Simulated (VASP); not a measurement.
# AlGaN2 (P-4m2) in VASP: further runs

AlGaN2 is run at these levels: LDA; tasks: single point.

Program: VASP 6.6.1. These are calculated values, not measurements. Logs are shortened: lines on timing, memory, paths and dates and some standing lists are left out, and cuts for length are marked.

## (1) The cell of the first run

It takes space group P-4m2 (No. 115, tetragonal). The conventional cell has a = 3.115 Å, b = 3.115 Å, c = 4.384 Å, α = 90.00°, β = 90.00°, γ = 90.00°. Within 2.5 Å of Al (site symmetry -4m2) lie 4 N at 1.88 Å. Within 2.6 Å of Ga (site symmetry -4m2) lie 4 N at 1.93 Å. N (site symmetry 2mm) has 2 Al at 1.88 Å and 2 Ga at 1.93 Å within 2.5 Å.

## (2) Single point, LDA

File INCAR:

```
SYSTEM = AlGaN2
PREC     = Accurate       ! precision mode
ENCUT    = 520            ! plane-wave cutoff, eV
EDIFF    = 1E-6           ! SCF threshold, eV
ISMEAR   = 0              ! smearing method
SIGMA    = 0.02           ! smearing width, eV
LREAL    = .FALSE.        ! projectors in reciprocal space
LASPH    = .TRUE.         ! aspherical terms in the spheres
NELM     = 80             ! most SCF steps
ALGO     = Normal         ! electronic algorithm
ISIF     = 2              ! what is computed and relaxed
LWAVE    = .FALSE.        ! write WAVECAR
LCHARG   = .FALSE.        ! write CHGCAR
NBANDS   = 21             ! bands
```

File KPOINTS:

```
regular mesh
0
G
  8 8 6
  0 0 0
```

File POSCAR:

```
AlGaN2
1.0
    3.1152864677      0.0000000000      0.0000000000
    0.0000000000      3.1152864677      0.0000000000
    0.0000000000      0.0000000000      4.3843301887
Al Ga N
1 1 2
Direct
    0.5000000000      0.5000000000      0.5000000000
    0.0000000000      0.0000000000      0.0000000000
    0.5000000000      0.0000000000      0.7400513253
    0.0000000000      0.5000000000      0.2599486747
```

Potentials or basis: VASP PAW LDA potentials, release 64 (Al, Ga_d, N).

On the command line:

```
$ cat potpaw_LDA.64/Al/POTCAR potpaw_LDA.64/Ga_d/POTCAR potpaw_LDA.64/N/POTCAR > POTCAR
$ mpirun -np 1 vasp_std > vasp.out
```

OUTCAR:

```text
SYSTEM = AlGaN2
   PREC = Accurate
   ENCUT = 520
   EDIFF = 1E-6
   ISMEAR = 0
   LREAL = .FALSE.
   LASPH = .TRUE.
   NELM = 80
   ISIF = 2

 ion  position               nearest neighbor table
   1  0.500  0.500  0.500-   3 1.88   4 1.88   3 1.88   4 1.88   2 3.11   2 3.11   2 3.11   2 3.11
                             2 3.11   2 3.11   2 3.11   2 3.11
   2  0.000  0.000  0.000-   3 1.93   4 1.93   4 1.93   3 1.93   1 3.11   1 3.11   1 3.11   1 3.11
                             1 3.11   1 3.11   1 3.11   1 3.11
   3  0.500  0.000  0.740-   1 1.88   1 1.88   2 1.93   2 1.93
   4  0.000  0.500  0.260-   1 1.88   1 1.88   2 1.93   2 1.93

  LATTYP: Found a simple tetragonal cell.
 ALAT       =     3.1152864677
 C/A-ratio  =     1.4073602008

  Lattice vectors:

 A1 = (   3.1152864677,   0.0000000000,   0.0000000000)
 A2 = (   0.0000000000,   3.1152864677,   0.0000000000)
 A3 = (   0.0000000000,   0.0000000000,   4.3843301887)

Analysis of symmetry for initial positions (statically):
=====================================================================
 Subroutine PRICEL returns:
 Original cell was already a primitive cell.

 Routine SETGRP: Setting up the symmetry group for a
 simple tetragonal supercell.

 Subroutine GETGRP returns: Found  8 space group operations
 (whereof  8 operations were pure point group operations)
 out of a pool of 16 trial point group operations.

The static configuration has the point symmetry D_2d.

Analysis of symmetry for dynamics (positions and initial velocities):
=====================================================================
 Subroutine PRICEL returns:
 Original cell was already a primitive cell.

 Routine SETGRP: Setting up the symmetry group for a
 simple tetragonal supercell.

 Subroutine GETGRP returns: Found  8 space group operations
 (whereof  8 operations were pure point group operations)
 out of a pool of 16 trial point group operations.

The dynamic configuration has the point symmetry D_2d.

 Subroutine INISYM returns: Found  8 space group operations
 (whereof  8 operations are pure point group operations),
 and found     1 'primitive' translations

----------------------------------------------------------------------------------------

                                     Primitive cell

  volume of cell :      42.5500

  direct lattice vectors                    reciprocal lattice vectors
     3.115286468  0.000000000  0.000000000     0.320997767  0.000000000  0.000000000
     0.000000000  3.115286468  0.000000000     0.000000000  0.320997767  0.000000000
     0.000000000  0.000000000  4.384330189     0.000000000  0.000000000  0.228085011

  length of vectors
     3.115286468  3.115286468  4.384330189     0.320997767  0.320997767  0.228085011

  position of ions in fractional coordinates (direct lattice)
     0.500000000  0.500000000  0.500000000
     0.000000000  0.000000000  0.000000000
     0.500000000  0.000000000  0.740051325
     0.000000000  0.500000000  0.259948675

  ion indices of the primitive-cell ions
   primitive index   ion index
                 1           1
                 2           2
                 3           3
                 4           4

----------------------------------------------------------------------------------------

 KPOINTS: regular mesh

Automatic generation of k-mesh.
 Grid dimensions read from file:
 generate k-points for:    8    8    6

 Generating k-lattice:

  Cartesian coordinates                     Fractional coordinates (reciprocal lattice)
     0.040124721  0.000000000  0.000000000     0.125000000  0.000000000  0.000000000
     0.000000000  0.040124721  0.000000000     0.000000000  0.125000000  0.000000000
     0.000000000  0.000000000  0.038014169     0.000000000  0.000000000  0.166666667

  Length of vectors
     0.040124721  0.040124721  0.038014169

  Shift w.r.t. Gamma in fractional coordinates (k-lattice)
     0.000000000  0.000000000  0.000000000

 Subroutine IBZKPT returns following result:
 ===========================================

 Found     60 irreducible k-points:

 Following reciprocal coordinates:
            Coordinates               Weight
  0.000000  0.000000  0.000000      1.000000
  0.125000  0.000000  0.000000      4.000000
  0.250000  0.000000  0.000000      4.000000
  0.375000  0.000000  0.000000      4.000000
  0.500000  0.000000  0.000000      2.000000
  0.125000  0.125000  0.000000      4.000000
[... 16 lines left out ...]
  0.375000  0.125000  0.166667     16.000000
  0.500000  0.125000  0.166667      8.000000
 [... further k-points ...]
   k-points           NKPTS =     60   k-points in BZ     NKDIM =     60   number of bands    NBANDS=     21
   number of dos      NEDOS =    301   number of ions     NIONS =      4
   total plane-waves  NPLWV =  20736
   dimension x,y,z NGX =    24 NGY =   24 NGZ =   36
   dimension x,y,z NGXF=    48 NGYF=   48 NGZF=   72
   ions per type =               1   1   2
   NGX,Y,Z   is equivalent  to a cutoff of  12.81, 12.81, 13.65 a.u.
   NGXF,Y,Z  is equivalent  to a cutoff of  25.61, 25.61, 27.30 a.u.
 SYSTEM =  AlGaN2
   PREC   = accura    normal or accurate (medium, high low for compatibility)
   ISTART =      0    job   : 0-new  1-cont  2-samecut
   ICHARG =      2    charge: 1-file 2-atom 10-const
   ISPIN  =      1    spin polarized calculation?
   LNONCOLLINEAR =      F non collinear calculations
   LSORBIT =      F    spin-orbit coupling
   LASPH  =      T    aspherical Exc in radial PAW
   ENCUT  =  520.0 eV  38.22 Ry    6.18 a.u.   5.79  5.79  8.15*2*pi/ulx,y,z
   NELM   =     80;   NELMIN=  2; NELMDL= -5     # of ELM steps
   EDIFF  = 0.1E-05   stopping-criterion for ELM
   LREAL  =      F    real-space projection
   EDIFFG = 0.1E-04   stopping-criterion for IOM
   NSW    =      0    number of steps for IOM
   IBRION =     -1    ionic relax: 0-MD 1-quasi-New 2-CG
   NFREE  =      0    steps in history (QN), initial steepest desc. (CG)
   ISIF   =      2    stress and relaxation
   ISYM   =      2    0-nonsym 1-usesym 2-fastsym
   POTIM  = 0.5000    time-step for ionic-motion
   TEBEG  =    0.0;   TEEND  =   0.0 temperature during run
   PSTRESS=    0.0 pullay stress
   NELECT =      26.0000    total number of electrons
   NUPDOWN=      -1.0000    fix difference up-down
   EMIN   =  10.00;   EMAX   =-10.00  energy-range for DOS
   EFERMI =   0.00;   METHOD = LEGACY
   ISMEAR =     0;   SIGMA  =   0.02  broadening in eV -4-tet -1-fermi 0-gaus
   EFERMI_NEDOS =   21; number of points for ismear=-14 and -15
   IALGO  =     38    algorithm
   IMIX   =      4    mixing-type and parameters
     AMIX     =   0.40;   BMIX     =  1.00
     AMIX_MAG =   1.60;   BMIX_MAG =  1.00
  volume/ion in A,a.u.               =      10.64        71.79
  Fermi-wavevector in a.u.,A,eV,Ry     =   1.389205  2.625216 26.257739  1.929889
  Thomas-Fermi vector in A             =   2.513258
   LORBIT       =      0    0 simple, 1 ext, 2 COOP (PROOUT), +10 PAW based schemes
   GGA     = CA    functional components
   LHFCALC =     F    Hartree Fock is set to
   AEXX    =    0.0000 exact exchange contribution
   IVDW    =     0    specifies the selected vdW correction
   LEPSILON=     F    determine dielectric tensor
   LRPA    =     F    only Hartree local field effects (RPA)
 non-spin polarized calculation
 Gauss-broadening in eV      SIGMA  =   0.02
  energy-cutoff  :      520.00
  volume of cell :       42.55
 maximum number of plane-waves:      1176
 NGX is ok and might be reduce to    24
   NGX = 11   NGY = 11   NGZ = 17

 number of electron      25.9999993 magnetization

 Free energy of the ion-electron system (eV)
  ---------------------------------------------------
  ext. energy  EPLUGINS =         0.00000000
  ---------------------------------------------------
  free energy    TOTEN  =       -30.31528892 eV

  energy without entropy =      -30.31528892  energy(sigma->0) =      -30.31528892

 E-fermi :   5.8208     XC(G=0): -11.8467

 val. band max:        5.6590900704   @ k =   0.0000   0.0000   0.0000
 cond. band min:       8.7253810831   @ k =   0.0000   0.0000   0.0000
 fundamental gap:      3.0662910127
 Fermi energy:         5.8208399594

 k-point     1 :       0.0000    0.0000    0.0000
  band No.  band energies     occupation
      1      -9.8940      2.00000
      2      -8.4602      2.00000
      3      -7.4306      2.00000
      4      -7.4306      2.00000
      5      -7.3838      2.00000
      6      -7.2065      2.00000
[... 13 lines left out ...]
     20      18.4645      0.00000
     21      20.6128      0.00000

 k-point     2 :       0.1250    0.0000    0.0000
  band No.  band energies     occupation
      1      -9.7543      2.00000
      2      -8.4580      2.00000
      3      -7.4404      2.00000
      4      -7.4278      2.00000
      5      -7.3581      2.00000
      6      -7.2188      2.00000
[... 13 lines left out ...]
     20      18.2721      0.00000
     21      20.1665      0.00000

 k-point     3 :       0.2500    0.0000    0.0000
  band No.  band energies     occupation
      1      -9.3830      2.00000
      2      -8.4653      2.00000
      3      -7.4248      2.00000
      4      -7.4209      2.00000
      5      -7.2728      2.00000
      6      -7.2481      2.00000
[... 13 lines left out ...]
     20      17.7223      0.00000
     21      19.1573      0.00000

 k-point     4 :       0.3750    0.0000    0.0000
  band No.  band energies     occupation
      1      -8.9463      2.00000
      2      -8.5048      2.00000
      3      -7.4138      2.00000
      4      -7.3764      2.00000
      5      -7.2773      2.00000
      6      -7.0306      2.00000
[... 13 lines left out ...]
     20      17.5638      0.00000
     21      18.2346      0.00000

 k-point     5 :       0.5000    0.0000    0.0000
  band No.  band energies     occupation
      1      -8.7084      2.00000
      2      -8.5714      2.00000
      3      -7.4108      2.00000
      4      -7.3544      2.00000
      5      -7.2893      2.00000
      6      -6.6485      2.00000
[... 13 lines left out ...]
     20      17.6685      0.00000
     21      17.7233      0.00000

 k-point     6 :       0.1250    0.1250    0.0000
  band No.  band energies     occupation
      1      -9.6197      2.00000
      2      -8.4531      2.00000
      3      -7.4471      2.00000
      4      -7.4198      2.00000
      5      -7.3352      2.00000
      6      -7.2306      2.00000
[... 13 lines left out ...]
     20      18.0681      0.00000
     21      18.9297      0.00000

 k-point     7 :       0.2500    0.1250    0.0000
  band No.  band energies     occupation
      1      -9.2667      2.00000
      2      -8.4531      2.00000
      3      -7.4409      2.00000
      4      -7.3897      2.00000
      5      -7.2805      2.00000
      6      -7.2262      2.00000
[... 13 lines left out ...]
     20      17.8171      0.00000
     21      18.1817      0.00000
[... 291 lines left out ...]
      1      -8.7215      2.00000
      2      -8.5504      2.00000
      3      -7.4123      2.00000
      4      -7.3397      2.00000
      5      -7.2891      2.00000
      6      -6.6364      2.00000
[... 13 lines left out ...]
     20      17.0540      0.00000
     21      17.3873      0.00000

 k-point    21 :       0.1250    0.1250    0.1667
  band No.  band energies     occupation
      1      -9.5116      2.00000
      2      -8.4733      2.00000
      3      -7.4527      2.00000
      4      -7.4066      2.00000
      5      -7.3349      2.00000
      6      -7.2304      2.00000
[... 13 lines left out ...]
     20      17.5736      0.00000
     21      19.1780      0.00000

 k-point    22 :       0.2500    0.1250    0.1667
  band No.  band energies     occupation
      1      -9.1884      2.00000
      2      -8.4649      2.00000
      3      -7.4435      2.00000
      4      -7.3691      2.00000
      5      -7.2788      2.00000
      6      -7.2183      2.00000
[... 13 lines left out ...]
     20      17.7824      0.00000
     21      18.4659      0.00000

 k-point    23 :       0.3750    0.1250    0.1667
  band No.  band energies     occupation
      1      -8.8388      2.00000
      2      -8.4819      2.00000
      3      -7.4245      2.00000
      4      -7.3319      2.00000
      5      -7.3001      2.00000
      6      -6.9289      2.00000
[... 13 lines left out ...]
     20      17.8199      0.00000
     21      18.0952      0.00000

 k-point    24 :       0.5000    0.1250    0.1667
  band No.  band energies     occupation
      1      -8.6766      2.00000
      2      -8.5119      2.00000
      3      -7.4176      2.00000
      4      -7.3161      2.00000
      5      -7.3134      2.00000
      6      -6.5469      2.00000
[... 13 lines left out ...]
     20      17.8597      0.00000
     21      17.8790      0.00000

 [... further k-points ...]
[... 5 lines left out ...]
  --------------------------------------------------------------------------------------
  -------------------------------------------------------------------------------------
  Total        0.2310715      0.2310715      0.2344025      0.0000000      0.0000000     -0.0000000
  in kB        8.7007700      8.7007700      8.8261973      0.0000000      0.0000000     -0.0000000
  external PRESSURE =       8.7425791 kB  Pullay stress =       0.0000000 kB

 VOLUME and BASIS-vectors are now :
 -----------------------------------------------------------------------------
  energy-cutoff  :      520.00
  volume of cell :       42.55
      direct lattice vectors                 reciprocal lattice vectors
     3.115286468  0.000000000  0.000000000     0.320997767  0.000000000  0.000000000
     0.000000000  3.115286468  0.000000000     0.000000000  0.320997767  0.000000000
     0.000000000  0.000000000  4.384330189     0.000000000  0.000000000  0.228085011

 POSITION                                       TOTAL-FORCE (eV/Angst)
 -----------------------------------------------------------------------------------
      1.55764      1.55764      2.19217        -0.000000      0.000000     -0.000000
      0.00000      0.00000      0.00000        -0.000000     -0.000000     -0.000000
      1.55764      0.00000      3.24463         0.000000     -0.000000     -0.030432
      0.00000      1.55764      1.13970        -0.000000     -0.000000      0.030432
 -----------------------------------------------------------------------------------
    total drift:                                0.000000      0.000000     -0.000000

  FREE ENERGIE OF THE ION-ELECTRON SYSTEM (eV)
  ---------------------------------------------------
  free  energy   TOTEN  =       -30.3152889189 eV

  energy  without entropy=      -30.3152889189  energy(sigma->0) =      -30.31528892
```

Run time: 23 s. Hardware: 1 thread of AMD EPYC 9R45 (Zen 5), shared host; peak memory 0.15 GiB.

Results:

- Free energy: -30.3153 eV
- Pressure: 0.9 GPa
- Largest force: 0.030 eV/Å
- Band gap on the k mesh: 3.07 eV, direct

Forces in eV/Å, atoms in the order of the input:
```
Al   0.000  0.000  0.000
Ga   0.000  0.000  0.000
N    0.000  0.000 -0.030
N    0.000  0.000  0.030
```

Levels at points of the mesh, in eV from the valence-band top:
```csv
k point,band 9,band 10,band 11,band 12,band 13,band 14,band 15,band 16,band 17,band 18
"(0.00, 0.00, 0.00)",-2.41,-2.41,-0.22,0.00,0.00,3.07,3.49,7.58,11.28,11.28
"(0.50, 0.00, 0.00)",-4.51,-3.04,-2.95,-1.00,-0.73,7.18,7.27,8.01,8.46,10.26
"(0.50, 0.50, 0.00)",-5.05,-2.37,-2.34,-2.34,-2.32,3.24,3.24,6.36,8.73,12.54
"(0.00, 0.00, 0.50)",-2.54,-1.62,-1.62,-1.03,-1.03,5.31,5.44,8.03,9.23,11.25
"(0.50, 0.00, 0.50)",-6.36,-0.98,-0.89,-0.62,-0.60,5.33,6.68,9.20,9.51,10.21
"(0.50, 0.50, 0.50)",-4.44,-4.12,-3.35,-3.35,-3.35,6.16,6.16,9.03,10.90,11.20
```

## (3) Single point, LDA

File INCAR:

```
ALGO = Normal ; EDIFF = 1E-6
ENCUT = 520 ; GGA = CA
ISIF = 2 ; ISMEAR = 0
LASPH = True ; LCHARG = True
LELF = True ; LREAL = False
LVHAR = True ; LWAVE = False
NBANDS = 21 ; NELM = 100
PREC = Accurate ; SIGMA = 0.02
```

File KPOINTS:

```
k-points
0
Gamma
  8 8 6
```

POSCAR is that of step 2.

Potentials or basis: VASP PAW LDA potentials, release 64 (Al, Ga_d, N).

On the command line:

```
$ cat potpaw_LDA.64/Al/POTCAR potpaw_LDA.64/Ga_d/POTCAR potpaw_LDA.64/N/POTCAR > POTCAR
$ mpirun -np 1 vasp_std > vasp.out
```

Run time: 24 s. Hardware: 1 thread of AMD EPYC 9R45 (Zen 5), shared host; peak memory 0.14 GiB.

Results (log left out):

| Quantity | Value |
| --- | --- |
| Free energy | -30.3153 eV |
| Pressure | 0.9 GPa |
| Largest force | 0.030 eV/Å |
| Band gap on the k mesh | 3.07 eV, direct |

Forces in eV/Å, atoms in the order of the input:
```
Al   0.000  0.000  0.000
Ga   0.000  0.000  0.000
N    0.000  0.000 -0.030
N    0.000  0.000  0.030
```

Levels at points of the mesh, in eV from the valence-band top:
```
           k point  band 9  band 10  band 11  band 12  band 13  band 14  band 15  band 16  band 17  band 18
(0.00, 0.00, 0.00)   -2.41    -2.41    -0.22     0.00     0.00     3.07     3.49     7.58    11.28    11.28
(0.50, 0.00, 0.00)   -4.51    -3.04    -2.95    -1.00    -0.73     7.18     7.27     8.01     8.46    10.26
(0.50, 0.50, 0.00)   -5.05    -2.37    -2.34    -2.34    -2.32     3.24     3.24     6.36     8.73    12.54
(0.00, 0.00, 0.50)   -2.54    -1.62    -1.62    -1.03    -1.03     5.31     5.44     8.03     9.23    11.25
(0.50, 0.00, 0.50)   -6.36    -0.98    -0.89    -0.62    -0.60     5.33     6.68     9.20     9.51    10.21
(0.50, 0.50, 0.50)   -4.44    -4.12    -3.35    -3.35    -3.35     6.16     6.16     9.03    10.90    11.20
```

A k mesh can miss the band edges.

[end of part 1 of 2]
